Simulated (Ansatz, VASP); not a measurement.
**NaI in VASP and in Ansatz**

Contents of POSCAR:

```
NaI
1.0
    0.0000000000      3.1634209036      3.2296282834
    3.1634209036      0.0000000000      3.2296282834
    3.1634209036      3.1634209036      0.0000000000
Na I
1 1
Direct
    0.0000000000      0.0000000000      0.0000000000
    0.5000000000      0.5000000000      0.5000000000
```

INCAR.step1

```
PREC = Accurate ; ENCUT = 520
ISMEAR = 0 ; SIGMA = 0.01
LREAL = False ; LASPH = True
NELM = 60 ; NBANDS = 14
GGA = PE ; ALGO = Normal
EDIFF = 1E-4 ; LWAVE = True
LCHARG = False
```

Contents of INCAR.step2:

```
PREC = Accurate ; ENCUT = 520
EDIFF = 1E-6 ; ISMEAR = 0
SIGMA = 0.01 ; LREAL = False
LASPH = True ; NELM = 60
ALGO = Normal ; ISIF = 2
LWAVE = False ; LCHARG = False
METAGGA = R2SCAN ; LMIXTAU = True
NBANDS = 14 ; ISTART = 1
```

The input KPOINTS:

```
regular mesh
0
Gamma
  8 8 8
```

Input for Ansatz:

```yaml
crystal:
  lattice:
    - [0.0, 3.1634209036, 3.2296282834]
    - [3.1634209036, 0.0, 3.2296282834]
    - [3.1634209036, 3.1634209036, 0.0]
  atoms:
    - { symbol: Na, position: [0.0, 0.0, 0.0] }
    - { symbol: I, position: [0.5, 0.5, 0.5] }
kpoints:
  mp_grid: { grid: [8, 8, 8] }
  band_path:
    path:
      - [0.0, 0.0, 0.0]
      - [0.5, 0.0, 0.5]
      - [0.625, 0.25, 0.625]
      - [0.375, 0.375, 0.75]
      - [0.5, 0.5, 0.5]
      - [0.5, 0.25, 0.75]
    npoints: 1
hamiltonian:
  xc: r2scan
scf:
  occupations: { method: fixed }
  n_extra_bands: 4
output:
  forces: true
  stress: true
  eigenvalues: true
  write_density: true
  write_potential: true
  elf: true
  volumetric_format: npy
```

Change from the starting cell: biaxial_xy strain -2.0%.

Alike in both runs: task single point; functional r2SCAN; k mesh 8 × 8 × 8; no spin polarisation.

```csv
,VASP,Ansatz
version,VASP 6.6.1,Ansatz 0.2.0
potentials or method,"VASP PAW PBE potentials, release 64 (Na_pv, I)","plane waves, PAW"
plane-wave cutoff (eV),520,500
occupations,"gaussian, width 0.01 eV",fixed
valence electrons in the cell,14,26
```

|  | VASP | Ansatz | Ansatz less VASP |
| --- | --- | --- | --- |
| gap on the k mesh at the Fermi level (eV) | 4.58 | 4.57 | -0.009 |
| pressure (GPa) | 0.7 | 0.8 | +0.10 |
| traceless stress, the component that is largest in VASP (GPa) | -0.44 | -0.47 | -0.027 |

VASP's potentials were made for PBE, not for r2SCAN. VASP's potentials hold 14 valence electrons a cell and Ansatz's 26, so a difference there can come from the potentials and not from the codes.

Spin-orbit coupling is off throughout.
